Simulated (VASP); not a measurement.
# K (Fd-3m) in VASP: further runs

K is run at these levels: BLYP; tasks: single point.

Everything below comes from runs of VASP 6.6.1. Logs are shortened: lines on timing, memory, paths and dates and some standing lists are left out, and cuts for length are marked.

**1. The cell of the first run**

It takes space group Fd-3m (No. 227, cubic). The conventional cell has a = 10.020 Å, b = 10.020 Å, c = 10.020 Å, α = 90.00°, β = 90.00°, γ = 90.00°. Within 5.7 Å of K (site symmetry -43m) lie 4 K at 4.34 Å.

This isn't the form of K at room conditions, which is bcc.

**2. Single point, BLYP (125.74 Å³/atom)**

INCAR reads:

```
SYSTEM = K
PREC = Accurate
ENCUT = 520
EDIFF = 1E-6
ISMEAR = -1
SIGMA = 0.1
LREAL = .FALSE.
LASPH = .TRUE.
NELM = 60
ALGO = Normal
ISIF = 2
LWAVE = .FALSE.
LCHARG = .FALSE.
GGA = B5
ALDAX = 1.0
AGGAX = 1.0
AGGAC = 1.0
ALDAC = 0.0
NBANDS = 16
```

KPOINTS reads:

```
regular mesh
0
G
  6 6 6
  0 0 0
```

POSCAR reads:

```
K
1.0
    0.0000000000      5.0098438125      5.0098438125
    5.0098438125      0.0000000000      5.0098438125
    5.0098438125      5.0098438125      0.0000000000
K
2
Direct
    0.1250000000      0.1250000000      0.1250000000
    0.8750000000      0.8750000000      0.8750000000
```

Potentials or basis: VASP PAW PBE potentials, release 64 (K_sv).

Started as:

```sh
cat potpaw_PBE.64/K_sv/POTCAR > POTCAR
mpirun -np 1 vasp_std > vasp.out
```

OUTCAR:

```text
SYSTEM = K
   PREC = Accurate
   ENCUT = 520
   EDIFF = 1E-6
   ISMEAR = -1
   LREAL = .FALSE.
   LASPH = .TRUE.
   NELM = 60
   ISIF = 2
   GGA = B5

 ion  position               nearest neighbor table
   1  0.125  0.125  0.125-
   2  0.875  0.875  0.875-

  LATTYP: Found a face centered cubic cell.
 ALAT       =    10.0196876250

  Lattice vectors:

 A1 = (   0.0000000000,   5.0098438125,   5.0098438125)
 A2 = (   5.0098438125,   0.0000000000,   5.0098438125)
 A3 = (   5.0098438125,   5.0098438125,   0.0000000000)

Analysis of symmetry for initial positions (statically):
=====================================================================
 Subroutine PRICEL returns:
 Original cell was already a primitive cell.

 Routine SETGRP: Setting up the symmetry group for a
 face centered cubic supercell.

 Subroutine GETGRP returns: Found 48 space group operations
 (whereof 12 operations were pure point group operations)
 out of a pool of 48 trial point group operations.

The static configuration has the point symmetry D_3d.
 The point group associated with its full space group is O_h .

Analysis of symmetry for dynamics (positions and initial velocities):
=====================================================================
 Subroutine PRICEL returns:
 Original cell was already a primitive cell.

 Routine SETGRP: Setting up the symmetry group for a
 face centered cubic supercell.

 Subroutine GETGRP returns: Found 48 space group operations
 (whereof 12 operations were pure point group operations)
 out of a pool of 48 trial point group operations.

The dynamic configuration has the point symmetry D_3d.
 The point group associated with its full space group is O_h .

 Subroutine INISYM returns: Found 48 space group operations
 (whereof 12 operations are pure point group operations),
 and found     1 'primitive' translations

----------------------------------------------------------------------------------------

                                     Primitive cell

  volume of cell :     251.4795

  direct lattice vectors                    reciprocal lattice vectors
     0.000000000  5.009843812  5.009843812    -0.099803511  0.099803511  0.099803511
     5.009843812  0.000000000  5.009843812     0.099803511 -0.099803511  0.099803511
     5.009843812  5.009843812  0.000000000     0.099803511  0.099803511 -0.099803511

  length of vectors
     7.084989065  7.084989065  7.084989065     0.172864751  0.172864751  0.172864751

  position of ions in fractional coordinates (direct lattice)
     0.125000000  0.125000000  0.125000000
     0.875000000  0.875000000  0.875000000

  ion indices of the primitive-cell ions
   primitive index   ion index
                 1           1
                 2           2

----------------------------------------------------------------------------------------

 KPOINTS: regular mesh

Automatic generation of k-mesh.
 Grid dimensions read from file:
 generate k-points for:    6    6    6

 Generating k-lattice:

  Cartesian coordinates                     Fractional coordinates (reciprocal lattice)
    -0.016633918  0.016633918  0.016633918     0.166666667  0.000000000  0.000000000
     0.016633918 -0.016633918  0.016633918     0.000000000  0.166666667  0.000000000
     0.016633918  0.016633918 -0.016633918     0.000000000  0.000000000  0.166666667

  Length of vectors
     0.028810792  0.028810792  0.028810792

  Shift w.r.t. Gamma in fractional coordinates (k-lattice)
     0.000000000  0.000000000  0.000000000

 Subroutine IBZKPT returns following result:
 ===========================================

 Found     16 irreducible k-points:

 Following reciprocal coordinates:
            Coordinates               Weight
  0.000000  0.000000  0.000000      1.000000
  0.166667  0.000000  0.000000      8.000000
  0.333333  0.000000  0.000000      8.000000
  0.500000  0.000000  0.000000      4.000000
  0.166667  0.166667  0.000000      6.000000
  0.333333  0.166667  0.000000     24.000000
[... 8 lines left out ...]
 -0.333333  0.333333  0.166667     24.000000
 -0.333333  0.500000  0.166667     12.000000
   k-points           NKPTS =     16   k-points in BZ     NKDIM =     16   number of bands    NBANDS=     16
   number of dos      NEDOS =    301   number of ions     NIONS =      2
   total plane-waves  NPLWV = 157464
   dimension x,y,z NGX =    54 NGY =   54 NGZ =   54
   dimension x,y,z NGXF=   108 NGYF=  108 NGZF=  108
   ions per type =               2
   NGX,Y,Z   is equivalent  to a cutoff of  12.67, 12.67, 12.67 a.u.
   NGXF,Y,Z  is equivalent  to a cutoff of  25.34, 25.34, 25.34 a.u.
 SYSTEM =  K
   PREC   = accura    normal or accurate (medium, high low for compatibility)
   ISTART =      0    job   : 0-new  1-cont  2-samecut
   ICHARG =      2    charge: 1-file 2-atom 10-const
   ISPIN  =      1    spin polarized calculation?
   LNONCOLLINEAR =      F non collinear calculations
   LSORBIT =      F    spin-orbit coupling
   LASPH  =      T    aspherical Exc in radial PAW
   ENCUT  =  520.0 eV  38.22 Ry    6.18 a.u.  13.17 13.17 13.17*2*pi/ulx,y,z
   NELM   =     60;   NELMIN=  2; NELMDL= -5     # of ELM steps
   EDIFF  = 0.1E-05   stopping-criterion for ELM
   LREAL  =      F    real-space projection
   EDIFFG = 0.1E-04   stopping-criterion for IOM
   NSW    =      0    number of steps for IOM
   IBRION =     -1    ionic relax: 0-MD 1-quasi-New 2-CG
   NFREE  =      0    steps in history (QN), initial steepest desc. (CG)
   ISIF   =      2    stress and relaxation
   ISYM   =      2    0-nonsym 1-usesym 2-fastsym
   POTIM  = 0.5000    time-step for ionic-motion
   TEBEG  =    0.0;   TEEND  =   0.0 temperature during run
   PSTRESS=    0.0 pullay stress
   NELECT =      18.0000    total number of electrons
   NUPDOWN=      -1.0000    fix difference up-down
   EMIN   =  10.00;   EMAX   =-10.00  energy-range for DOS
   EFERMI =   0.00;   METHOD = LEGACY
   ISMEAR =    -1;   SIGMA  =   0.10  broadening in eV -4-tet -1-fermi 0-gaus
   EFERMI_NEDOS =   21; number of points for ismear=-14 and -15
   IALGO  =     38    algorithm
   IMIX   =      4    mixing-type and parameters
     AMIX     =   0.40;   BMIX     =  1.00
     AMIX_MAG =   1.60;   BMIX_MAG =  1.00
  volume/ion in A,a.u.               =     125.74       848.53
  Fermi-wavevector in a.u.,A,eV,Ry     =   0.679722  1.284489  6.286195  0.462022
  Thomas-Fermi vector in A             =   1.758003
   LORBIT       =      0    0 simple, 1 ext, 2 COOP (PROOUT), +10 PAW based schemes
   GGA     = B5    functional components
   LHFCALC =     F    Hartree Fock is set to
   AEXX    =    0.0000 exact exchange contribution
   IVDW    =     0    specifies the selected vdW correction
   LEPSILON=     F    determine dielectric tensor
   LRPA    =     F    only Hartree local field effects (RPA)
 non-spin polarized calculation
  energy-cutoff  :      520.00
  volume of cell :      251.48
 maximum number of plane-waves:      6855
 NGX is ok and might be reduce to    54
   NGX = 27   NGY = 27   NGZ = 27

 number of electron      18.0000001 magnetization

 Free energy of the ion-electron system (eV)
  ---------------------------------------------------
  ext. energy  EPLUGINS =         0.00000000
  ---------------------------------------------------
  free energy    TOTEN  =        -1.11020192 eV

  energy without entropy =       -1.06567538  energy(sigma->0) =       -1.08793865

 E-fermi :  -0.6037     XC(G=0):  -3.8441

 val. band max:       -0.6197409765   @ k =   0.5000   0.5000   0.0000
 cond. band min:      -0.5567801104   @ k =  -0.3333   0.5000   0.1667
 fundamental gap:      0.0629608661
 Fermi energy:        -0.6036817068

 k-point     1 :       0.0000    0.0000    0.0000
  band No.  band energies     occupation
      1     -33.1391      2.00000
      2     -33.1314      2.00000
      3     -16.7194      2.00000
      4     -16.7194      2.00000
      5     -16.7194      2.00000
      6     -16.6780      2.00000
[... 8 lines left out ...]
     15       1.9374      0.00000
     16       2.0523      0.00000

 k-point     2 :       0.1667    0.0000    0.0000
  band No.  band energies     occupation
      1     -33.1387      2.00000
      2     -33.1317      2.00000
      3     -16.7205      2.00000
      4     -16.7205      2.00000
      5     -16.7189      2.00000
      6     -16.6786      2.00000
[... 8 lines left out ...]
     15       1.9444      0.00000
     16       2.1221      0.00000

 k-point     3 :       0.3333    0.0000    0.0000
  band No.  band energies     occupation
      1     -33.1377      2.00000
      2     -33.1327      2.00000
      3     -16.7225      2.00000
      4     -16.7225      2.00000
      5     -16.7179      2.00000
      6     -16.6800      2.00000
[... 8 lines left out ...]
     15       1.7502      0.00000
     16       2.4452      0.00000

 k-point     4 :       0.5000    0.0000    0.0000
  band No.  band energies     occupation
      1     -33.1371      2.00000
      2     -33.1333      2.00000
      3     -16.7234      2.00000
      4     -16.7234      2.00000
      5     -16.7173      2.00000
      6     -16.6808      2.00000
[... 8 lines left out ...]
     15       1.6233      0.00000
     16       2.6473      0.00000
[... 172 lines left out ...]
 k-point    14 :       0.5000    0.3333    0.1667
  band No.  band energies     occupation
      1     -33.1369      2.00000
      2     -33.1335      2.00000
      3     -16.7267      2.00000
      4     -16.7249      2.00000
      5     -16.7096      2.00000
      6     -16.6883      2.00000
[... 8 lines left out ...]
     15       2.0604      0.00000
     16       2.5040      0.00000

 k-point    15 :      -0.3333    0.3333    0.1667
  band No.  band energies     occupation
      1     -33.1362      2.00000
      2     -33.1342      2.00000
      3     -16.7276      2.00000
      4     -16.7258      2.00000
      5     -16.7064      2.00000
      6     -16.6915      2.00000
[... 8 lines left out ...]
     15       2.1766      0.00000
     16       2.5107      0.00000

 k-point    16 :      -0.3333    0.5000    0.1667
  band No.  band energies     occupation
      1     -33.1352      2.00000
      2     -33.1352      2.00000
      3     -16.7274      2.00000
      4     -16.7274      2.00000
      5     -16.6990      2.00000
      6     -16.6990      2.00000
[... 8 lines left out ...]
     15       2.4322      0.00000
     16       2.4322      0.00000

------------------------ aborting loop because EDIFF is reached ----------------------------------------

  FORCE on cell =-STRESS in cart. coord.  units (eV):
  Direction    XX          YY          ZZ          XY          YZ          ZX
  --------------------------------------------------------------------------------------
  -------------------------------------------------------------------------------------
  Total        0.0977546      0.0977546      0.0977546      0.0000000      0.0000000      0.0000000
  in kB        0.6227954      0.6227954      0.6227954      0.0000000      0.0000000      0.0000000
  external PRESSURE =       0.6227954 kB  Pullay stress =       0.0000000 kB

 VOLUME and BASIS-vectors are now :
 -----------------------------------------------------------------------------
  energy-cutoff  :      520.00
  volume of cell :      251.48
      direct lattice vectors                 reciprocal lattice vectors
     0.000000000  5.009843812  5.009843812    -0.099803511  0.099803511  0.099803511
     5.009843812  0.000000000  5.009843812     0.099803511 -0.099803511  0.099803511
     5.009843812  5.009843812  0.000000000     0.099803511  0.099803511 -0.099803511

 POSITION                                       TOTAL-FORCE (eV/Angst)
 -----------------------------------------------------------------------------------
      1.25246      1.25246      1.25246        -0.000000     -0.000000     -0.000000
      8.76723      8.76723      8.76723         0.000000      0.000000      0.000000
 -----------------------------------------------------------------------------------
    total drift:                               -0.000000      0.000000     -0.000000

  FREE ENERGIE OF THE ION-ELECTRON SYSTEM (eV)
  ---------------------------------------------------
  free  energy   TOTEN  =        -1.1102019245 eV

  energy  without entropy=       -1.0656753780  energy(sigma->0) =       -1.08793865
```

Run time: 67 s. Hardware: 1 thread of Intel Xeon 6975P-C (Granite Rapids), shared host; peak memory 0.4 GiB.

What came out:

```yaml
Free_energy: -1.1102 eV
Pressure: 0.1 GPa
Band_gap_on_the_k_mesh: zero (bands 9 and 10 overlap by 0.06 eV)
```

Levels at points of the mesh, in eV from the Fermi level:
```csv
k point,band 6,band 7,band 8,band 9,band 10,band 11,band 12,band 13
"(0.00, 0.00, 0.00)",-16.07,-16.07,-16.07,-1.49,2.21,2.21,2.21,2.54
"(0.50, 0.00, 0.00)",-16.08,-16.07,-16.07,-0.64,0.12,2.19,2.19,2.19
"(0.50, 0.50, 0.00)",-16.10,-16.07,-16.07,-0.02,-0.02,1.55,1.55,1.62
```

Caveat: the PAW data sets were made with another functional, which shifts forces and pressure a little.

(Continued in part 2 of 2.)

The gap in the log of VASP goes by the Fermi energy; the results here count the filled bands.